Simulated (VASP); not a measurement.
Input of a VASP 6.6.1 run:

The input INCAR:

```
PREC = Accurate
ENCUT = 600
EDIFF = 1E-6
ISMEAR = -1
SIGMA = 0.01
LREAL = False
LASPH = True
NELM = 120
ALGO = Normal
ISIF = 2
LWAVE = False
LCHARG = False
NBANDS = 14
GGA_COMPAT = False
```

Contents of KPOINTS:

```
regular mesh
0
Gamma
  1 1 1
```

POSCAR

```
F
1.0
    9.0000000000      0.0000000000      0.0000000000
    0.0000000000      9.2000000000      0.0000000000
    0.0000000000      0.0000000000     10.4000000000
F
2
Direct
    0.5000000000      0.5000000000      0.4334572821
    0.5000000000      0.5000000000      0.5665427179
```

Potentials or basis: VASP PAW LDA potentials, release 64 (F).

Launch:

```bash
$ cat potpaw_LDA.64/F/POTCAR > POTCAR
$ mpirun -np 1 vasp_gam > vasp.out
```

**Question.** Estimate the band gap on the k mesh.

**Answer.** 3.70 eV.

**Question.** Estimate the largest force.

**Answer.** 0.580 eV/Å.

Forces on the atoms (eV/Å):
```
F    0.000  0.000 -0.580
F    0.000  0.000  0.580
```
